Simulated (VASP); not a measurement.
## SnO: single point with HSE06

SnO:

```xyz
2
Lattice="0.0000 2.5370 2.5370 2.5370 0.0000 2.5370 2.5370 2.5370 0.0000" Properties=species:S:1:pos:R:3 pbc="T T T"
Sn    0.0000    0.0000    0.0000
O     2.5370    2.5370    2.5370
```

```json
{"Program": "VASP 6.6.1", "Task": "single point", "Functional": "HSE06", "Potentials or basis": "VASP PAW PBE potentials, release 64 (Sn_d, O)", "Cutoff": "520 eV", "k mesh": "6 × 6 × 6", "Occupations": "fermi-dirac, width 0.02 eV", "Spin": "no spin polarisation"}
```

```yaml
Pressure: -0.2 GPa
Band_gap_on_the_k_mesh: 1.22 eV (least direct gap 1.41 eV)
```

Levels at points of the mesh, in eV from the valence-band top:
```csv
k point,band 8,band 9,band 10,band 11,band 12,band 13
"(0.00, 0.00, 0.00)",-3.72,-3.72,-3.72,9.18,9.18,9.18
"(0.50, 0.00, 0.00)",-3.50,-3.50,-0.19,1.22,5.42,5.42
"(0.50, 0.50, 0.00)",-4.90,-4.90,-4.66,4.67,6.07,7.19
```

It took 44 min on 1 thread of Intel(R) Xeon(R) Platinum 8259CL CPU @ 2.50GHz (Skylake/Cascade Lake), on a shared host, peak memory 0.28 GiB.

Caveat: the structure was generated, so it needn't be the stable form of SnO; the PAW data sets were made with another functional, which shifts forces and pressure a little; spin-orbit coupling is left out, which moves the levels of the heavy elements. A k mesh can miss the band edges.
